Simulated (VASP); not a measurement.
Write the native input for VASP 6.6.1 that does the following.

```yaml
Task: single point
Functional: HSE06
Potentials_or_basis: VASP PAW PBE potentials, release 64 (Ca_sv, F)
Cutoff: 520 eV
k_mesh: 6 × 6 × 6
Occupations: gaussian, width 0.02 eV
Spin: no spin polarisation
Dipole_correction: no
Grid_for_exact_exchange_PRECFOCK: Normal
Further_INCAR_settings: ALGO = Normal; EDIFF = 1e-06; NBANDS = 19
Share_of_exact_exchange: 0.25
Screening_parameter: 0.2079 1/Å
```

Crystal: CaF2.

```
Ca F
1.0
     0.00000    2.75521    2.75521
     2.75521    0.00000    2.75521
     2.75521    2.75521    0.00000
Ca F
1 2
Direct
  0.00000 0.00000 0.00000
  0.25000 0.25000 0.25000
  0.75000 0.75000 0.75000
```

These files were run (other wordings do the same):

POSCAR

```
CaF2
1.0
    0.0000000000      2.7552132752      2.7552132752
    2.7552132752      0.0000000000      2.7552132752
    2.7552132752      2.7552132752      0.0000000000
Ca F
1 2
Direct
    0.0000000000      0.0000000000      0.0000000000
    0.2500000000      0.2500000000      0.2500000000
    0.7500000000      0.7500000000      0.7500000000
```

INCAR.step1

```
SYSTEM = CaF2
  PREC = Accurate
  ENCUT = 520
  EDIFF = 1E-5
  ISMEAR = 0
  SIGMA = 0.02
  LREAL = .False.
  LASPH = .True.
  NELM = 120
  ALGO = Normal
  ISIF = 2
  LWAVE = .True.
  GGA = PE
  NBANDS = 19
  GGA_COMPAT = .False.
```

INCAR.step2

```
SYSTEM = CaF2
  PREC = Accurate
  ENCUT = 520
  EDIFF = 1E-6
  ISMEAR = 0
  SIGMA = 0.02
  LREAL = .False.
  LASPH = .True.
  NELM = 120
  ALGO = Normal
  ISIF = 2
  LWAVE = .False.
  LCHARG = .True.
  GGA = PE
  LHFCALC = .True.
  HFSCREEN = 0.2079
  PRECFOCK = Normal
  LELF = .True.
  LVHAR = .True.
  ISTART = 1
  NBANDS = 19
  GGA_COMPAT = .False.
```

KPOINTS

```
regular mesh
0
Gamma
  6 6 6
  0 0 0
```

Potentials or basis: VASP PAW PBE potentials, release 64 (Ca_sv, F).

Command:

```bash
$ cat potpaw_PBE.64/Ca_sv/POTCAR potpaw_PBE.64/F/POTCAR > POTCAR
$ cp INCAR.step1 INCAR
$ mpirun -np 1 vasp_std > vasp.out
$ cp INCAR.step2 INCAR
$ mpirun -np 1 vasp_std > vasp.out
```

Results of the run:

The pressure is -1.5 GPa and the band gap on the k mesh is 9.17 eV (least direct gap 9.44 eV).

Caveat: the PAW data sets were made with another functional, which shifts forces and pressure a little.

Wall time 94 min on 1 thread of Intel(R) Xeon(R) Platinum 8259CL CPU @ 2.50GHz (Skylake/Cascade Lake), on a shared host, peak memory 0.29 GiB.
